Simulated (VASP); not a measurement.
Input of a VASP 6.6.1 run:

File INCAR:

```
SYSTEM = YHg
PREC = Accurate ; ENCUT = 520
EDIFF = 1E-6 ; ISMEAR = 0
SIGMA = 0.1 ; LREAL = .False.
LASPH = .True. ; NELM = 60
ALGO = Fast ; ISIF = 2
LWAVE = .False. ; LCHARG = .True.
GGA = PS ; LELF = .True.
LVHAR = .True. ; NBANDS = 18
```

Contents of KPOINTS:

```
regular mesh
0
Gamma
  12 12 12
  0 0 0
```

File POSCAR:

```
YHg
1.0
    3.5130094543      0.0000000000      0.0000000000
    0.0000000000      3.5130094543      0.0000000000
    0.0000000000      0.0000000000      3.5130094543
Y Hg
1 1
Direct
    0.5000000000      0.5000000000      0.5000000000
    0.0000000000      0.0000000000      0.0000000000
```

Potentials or basis: VASP PAW PBE potentials, release 64 (Y_sv, Hg).

Command:

```bash
$ cat potpaw_PBE.64/Y_sv/POTCAR potpaw_PBE.64/Hg/POTCAR > POTCAR
$ mpirun -np 1 vasp_std > vasp.out
```

Problem. Estimate the pressure.

Solution. 12.5 GPa.

Caveat: the PAW data sets were made with another functional, which shifts forces and pressure a little.
